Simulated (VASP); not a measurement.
# Sr (C2/m) in VASP: a series of runs, part 2 of 2

VASP 6.6.1.

## (3) Single point, PBE (strained and its atoms moved)

Contents of INCAR:

```
SYSTEM = Sr
ALGO = Fast ; EDIFF = 1E-6
ENCUT = 520 ; GGA = PE
ISIF = 2 ; ISMEAR = 0
LASPH = .True. ; LCHARG = .False.
LREAL = .False. ; LWAVE = .False.
NBANDS = 17 ; NELM = 100
PREC = Accurate ; SIGMA = 0.1
```

Contents of KPOINTS:

```
k-points
0
Gamma
  10 10 10
  0 0 0
```

Contents of POSCAR:

```
Sr
1.0
   -3.8001657301      3.9219571380      2.1074814395
    3.7800782180     -3.9219571380      2.0706402383
    3.8001657301      3.9219571380     -2.1074814395
Sr
2
Direct
    0.7933769667      0.3174197699      0.5240428033
   -0.0433769667     -0.0674197699     -0.0240428033
```

Potentials or basis: VASP PAW PBE potentials, release 64 (Sr_sv).

Run with:

```console
$ cat potpaw_PBE.64/Sr_sv/POTCAR > POTCAR
$ mpirun -np 1 vasp_std > vasp.out
```

OUTCAR:

```text
SYSTEM = Sr
   EDIFF = 1E-6
   ENCUT = 520
   GGA = PE
   ISIF = 2
   ISMEAR = 0
   LASPH = .True.
   LREAL = .False.
   NELM = 100
   PREC = Accurate

 ion  position               nearest neighbor table
   1  0.793  0.317  0.524-   2 3.49   2 4.18   2 4.18   2 4.22   2 4.82   2 4.82   2 4.92
   2  0.957  0.933  0.976-   1 3.49   1 4.18   1 4.18   1 4.22   1 4.82   1 4.82   1 4.92

  LATTYP: Found a base centered monoclinic cell.
 ALAT       =     8.6201026283
 B/A-ratio  =     0.9099560196
 C/A-ratio  =     0.4847007218
 COS(beta)  =    -0.4761991362

  Lattice vectors:

 A1 = (  -3.7800782180,   3.9219571380,  -2.0706402383)
 A2 = (  -3.7800782180,  -3.9219571380,  -2.0706402383)
 A3 = (  -0.0200875121,   0.0000000000,   4.1781216778)

Analysis of symmetry for initial positions (statically):
=====================================================================
 Subroutine PRICEL returns:
 Original cell was already a primitive cell.

 Routine SETGRP: Setting up the symmetry group for a
 base centered monoclinic supercell.

 Subroutine GETGRP returns: Found  4 space group operations
 (whereof  2 operations were pure point group operations)
 out of a pool of  4 trial point group operations.

The static configuration has the point symmetry C_1h.
 The point group associated with its full space group is C_2h.

Analysis of symmetry for dynamics (positions and initial velocities):
=====================================================================
 Subroutine PRICEL returns:
 Original cell was already a primitive cell.

 Routine SETGRP: Setting up the symmetry group for a
 base centered monoclinic supercell.

 Subroutine GETGRP returns: Found  4 space group operations
 (whereof  2 operations were pure point group operations)
 out of a pool of  4 trial point group operations.

The dynamic configuration has the point symmetry C_1h.
 The point group associated with its full space group is C_2h.

 Subroutine INISYM returns: Found  4 space group operations
 (whereof  2 operations are pure point group operations),
 and found     1 'primitive' translations

----------------------------------------------------------------------------------------

                                     Primitive cell

  volume of cell :     124.2101

  direct lattice vectors                    reciprocal lattice vectors
    -3.800165730  3.921957138  2.107481439     0.001163268  0.127487370  0.239347593
     3.780078218 -3.921957138  2.070640238     0.133088226  0.000000000  0.239981860
     3.800165730  3.921957138 -2.107481439     0.131924958  0.127487370  0.000634267

  length of vectors
     5.853587395  5.827374205  5.853587395     0.271185643  0.274415322  0.183460149

  position of ions in fractional coordinates (direct lattice)
     0.793376967  0.317419770  0.524042803
     0.956623033  0.932580230  0.975957197

  ion indices of the primitive-cell ions
   primitive index   ion index
                 1           1
                 2           2

----------------------------------------------------------------------------------------

 KPOINTS: k-points

Automatic generation of k-mesh.
 Grid dimensions read from file:
 generate k-points for:   10   10   10

 Generating k-lattice:

  Cartesian coordinates                     Fractional coordinates (reciprocal lattice)
     0.000116327  0.012748737  0.023934759     0.100000000  0.000000000  0.000000000
     0.013308823  0.000000000  0.023998186     0.000000000  0.100000000  0.000000000
     0.013192496  0.012748737  0.000063427    -0.000000000  0.000000000  0.100000000

  Length of vectors
     0.027118564  0.027441532  0.018346015

  Shift w.r.t. Gamma in fractional coordinates (k-lattice)
     0.000000000  0.000000000  0.000000000

 Subroutine IBZKPT returns following result:
 ===========================================

 Found    282 irreducible k-points:

 Following reciprocal coordinates:
            Coordinates               Weight
  0.000000  0.000000  0.000000      1.000000
  0.100000  0.000000  0.000000      4.000000
  0.200000  0.000000  0.000000      4.000000
  0.300000  0.000000  0.000000      4.000000
  0.400000  0.000000  0.000000      4.000000
  0.500000  0.000000  0.000000      2.000000
[... 16 lines left out ...]
 -0.400000  0.200000 -0.000000      4.000000
 -0.300000  0.200000  0.000000      4.000000
 [... further k-points ...]
   k-points           NKPTS =    282   k-points in BZ     NKDIM =    282   number of bands    NBANDS=     17
   number of dos      NEDOS =    301   number of ions     NIONS =      2
   total plane-waves  NPLWV = 110592
   dimension x,y,z NGX =    48 NGY =   48 NGZ =   48
   dimension x,y,z NGXF=    96 NGYF=   96 NGZF=   96
   ions per type =               2
   NGX,Y,Z   is equivalent  to a cutoff of  13.63, 13.69, 13.63 a.u.
   NGXF,Y,Z  is equivalent  to a cutoff of  27.26, 27.39, 27.26 a.u.
 SYSTEM =  Sr
   PREC   = accura    normal or accurate (medium, high low for compatibility)
   ISTART =      0    job   : 0-new  1-cont  2-samecut
   ICHARG =      2    charge: 1-file 2-atom 10-const
   ISPIN  =      1    spin polarized calculation?
   LNONCOLLINEAR =      F non collinear calculations
   LSORBIT =      F    spin-orbit coupling
   LASPH  =      T    aspherical Exc in radial PAW
   ENCUT  =  520.0 eV  38.22 Ry    6.18 a.u.  10.88 10.84 10.88*2*pi/ulx,y,z
   NELM   =    100;   NELMIN=  2; NELMDL= -5     # of ELM steps
   EDIFF  = 0.1E-05   stopping-criterion for ELM
   LREAL  =      F    real-space projection
   EDIFFG = 0.1E-04   stopping-criterion for IOM
   NSW    =      0    number of steps for IOM
   IBRION =     -1    ionic relax: 0-MD 1-quasi-New 2-CG
   NFREE  =      0    steps in history (QN), initial steepest desc. (CG)
   ISIF   =      2    stress and relaxation
   ISYM   =      2    0-nonsym 1-usesym 2-fastsym
   POTIM  = 0.5000    time-step for ionic-motion
   TEBEG  =    0.0;   TEEND  =   0.0 temperature during run
   PSTRESS=    0.0 pullay stress
   NELECT =      20.0000    total number of electrons
   NUPDOWN=      -1.0000    fix difference up-down
   EMIN   =  10.00;   EMAX   =-10.00  energy-range for DOS
   EFERMI =   0.00;   METHOD = LEGACY
   ISMEAR =     0;   SIGMA  =   0.10  broadening in eV -4-tet -1-fermi 0-gaus
   EFERMI_NEDOS =   21; number of points for ismear=-14 and -15
   IALGO  =     68    algorithm
   IMIX   =      4    mixing-type and parameters
     AMIX     =   0.40;   BMIX     =  1.00
     AMIX_MAG =   1.60;   BMIX_MAG =  1.00
  volume/ion in A,a.u.               =      62.11       419.11
  Fermi-wavevector in a.u.,A,eV,Ry     =   0.890634  1.683054 10.792530  0.793229
  Thomas-Fermi vector in A             =   2.012350
   LORBIT       =      0    0 simple, 1 ext, 2 COOP (PROOUT), +10 PAW based schemes
   GGA     = PE    functional components
   LHFCALC =     F    Hartree Fock is set to
   AEXX    =    0.0000 exact exchange contribution
   IVDW    =     0    specifies the selected vdW correction
   LEPSILON=     F    determine dielectric tensor
   LRPA    =     F    only Hartree local field effects (RPA)
 non-spin polarized calculation
 RMM-DIIS sequential band-by-band and
 Gauss-broadening in eV      SIGMA  =   0.10
  energy-cutoff  :      520.00
  volume of cell :      124.21
 maximum number of plane-waves:      3370
 NGX is ok and might be reduce to    48
   NGX = 21   NGY = 21   NGZ = 21

 number of electron      20.0000000 magnetization

 Free energy of the ion-electron system (eV)
  ---------------------------------------------------
  ext. energy  EPLUGINS =         0.00000000
  ---------------------------------------------------
  free energy    TOTEN  =        -2.57303934 eV

  energy without entropy =       -2.55518383  energy(sigma->0) =       -2.56411159

 E-fermi :   1.0651     XC(G=0):  -6.9709

 val. band max:        1.0615797059   @ k =   0.4000   0.1000   0.1000
 cond. band min:       1.0656637892   @ k =  -0.3000  -0.2000   0.3000
 fundamental gap:      0.0040840833
 Fermi energy:         1.0650618817

 k-point     1 :       0.0000    0.0000    0.0000
  band No.  band energies     occupation
      1     -35.8672      2.00000
      2     -35.8285      2.00000
      3     -18.0422      2.00000
      4     -17.8443      2.00000
      5     -17.7690      2.00000
      6     -17.7488      2.00000
[... 457 lines left out ...]
      4     -17.8251      2.00000
      5     -17.7936      2.00000
      6     -17.7614      2.00000
[... 9 lines left out ...]
     16       3.9329      0.00000
     17       4.2201      0.00000

 [... further k-points ...]

------------------------ aborting loop because EDIFF is reached ----------------------------------------

  FORCE on cell =-STRESS in cart. coord.  units (eV):
  Direction    XX          YY          ZZ          XY          YZ          ZX
  --------------------------------------------------------------------------------------
  -------------------------------------------------------------------------------------
  Total        1.0048333     -1.4088487     -0.9570093     -0.0000000      0.0000000      0.5128057
  in kB       12.9612728    -18.1726386    -12.3443935     -0.0000000      0.0000000      6.6146443
  external PRESSURE =      -5.8519198 kB  Pullay stress =       0.0000000 kB

 VOLUME and BASIS-vectors are now :
 -----------------------------------------------------------------------------
  energy-cutoff  :      520.00
  volume of cell :      124.21
      direct lattice vectors                 reciprocal lattice vectors
    -3.800165730  3.921957138  2.107481439     0.001163268  0.127487370  0.239347593
     3.780078218 -3.921957138  2.070640238     0.133088226  0.000000000  0.239981860
     3.800165730  3.921957138 -2.107481439     0.131924958  0.127487370  0.000634267

 POSITION                                       TOTAL-FORCE (eV/Angst)
 -----------------------------------------------------------------------------------
      0.17636      3.92196      1.22488        -0.787900      0.000000     -0.045867
      3.59870      3.92196      1.89029         0.787900     -0.000000      0.045867
 -----------------------------------------------------------------------------------
    total drift:                               -0.000000     -0.000000      0.000000

  FREE ENERGIE OF THE ION-ELECTRON SYSTEM (eV)
  ---------------------------------------------------
  free  energy   TOTEN  =        -2.5730393439 eV

  energy  without entropy=       -2.5551838269  energy(sigma->0) =       -2.56411159
```

OSZICAR:

```text
N       E                     dE             d eps       ncg     rms          rms(c)
DAV:   1     0.100841990482E+03    0.10084E+03   -0.88907E+03  9588   0.975E+02
DAV:   2     0.480184005755E+01   -0.96040E+02   -0.94680E+02 12265   0.221E+02
DAV:   3    -0.244259121954E+01   -0.72444E+01   -0.72177E+01 17848   0.419E+01
DAV:   4    -0.257846686005E+01   -0.13588E+00   -0.13575E+00 12844   0.545E+00
DAV:   5    -0.258118647903E+01   -0.27196E-02   -0.27191E-02 15689   0.641E-01    0.154E+01
RMM:   6    -0.257303572209E+01    0.81508E-02   -0.23936E-02 10208   0.130E+00    0.864E+00
RMM:   7    -0.257282573093E+01    0.20999E-03   -0.39864E-02 11120   0.184E+00    0.500E-01
RMM:   8    -0.257274175644E+01    0.83974E-04   -0.10360E-02 14289   0.564E-01    0.110E-01
RMM:   9    -0.257293270916E+01   -0.19095E-03   -0.17071E-03 16110   0.173E-01    0.102E-01
RMM:  10    -0.257300726044E+01   -0.74551E-04   -0.49243E-04 16005   0.935E-02    0.976E-02
RMM:  11    -0.257302685541E+01   -0.19595E-04   -0.19249E-04 16937   0.549E-02    0.195E-02
RMM:  12    -0.257303289128E+01   -0.60359E-05   -0.64671E-05 16362   0.298E-02    0.103E-02
RMM:  13    -0.257303656959E+01   -0.36783E-05   -0.32088E-05 15656   0.206E-02    0.518E-03
RMM:  14    -0.257303842302E+01   -0.18534E-05   -0.16951E-05 14202   0.142E-02    0.114E-03
RMM:  15    -0.257303934391E+01   -0.92089E-06   -0.92812E-06 12072   0.978E-03
   1 F= -.25730393E+01 E0= -.25641116E+01  d E =-.178555E-01
```

It took 16 min on 1 thread of Intel Xeon Platinum 8259CL at 2.50GHz (Skylake/Cascade Lake), shared host; peak memory 0.68 GiB.

What came out:

* Free energy: -2.5730 eV
* Pressure: -0.6 GPa
* Largest force: 0.789 eV/Å
* Band gap on the k mesh: zero (bands 10 and 11 overlap by 0.58 eV)

Forces in eV/Å, atoms in the order of the input:
```
Sr  -0.788  0.000 -0.046
Sr   0.788  0.000  0.046
```

Stress tensor (GPa, compression positive):
```
 1.30  0.00  0.66
 0.00 -1.82  0.00
 0.66  0.00 -1.23
```

Levels at points of the mesh, in eV from the Fermi level:
| k point | band 7 | band 8 | band 9 | band 10 | band 11 | band 12 | band 13 | band 14 |
| --- | --- | --- | --- | --- | --- | --- | --- | --- |
| (0.00, 0.00, 0.00) | -18.79 | -18.74 | -3.30 | -0.21 | 0.63 | 1.00 | 1.53 | 2.18 |
| (0.50, 0.00, 0.00) | -18.83 | -18.73 | -0.89 | -0.16 | 0.01 | 0.95 | 0.98 | 1.98 |
| (0.00, 0.50, 0.00) | -18.80 | -18.78 | -0.68 | -0.19 | 0.15 | 1.00 | 1.34 | 1.43 |
| (0.50, 0.50, 0.00) | -18.79 | -18.78 | -1.95 | -1.73 | 0.97 | 1.03 | 1.42 | 1.61 |
| (0.50, 0.00, 0.50) | -18.83 | -18.79 | -0.72 | -0.24 | 0.34 | 1.02 | 1.04 | 1.52 |
| (0.50, 0.50, 0.50) | -18.78 | -18.73 | -1.26 | -1.01 | -0.24 | -0.08 | 1.22 | 1.98 |

Caveat: the cell differs from its parent crystal (strained and its atoms moved).
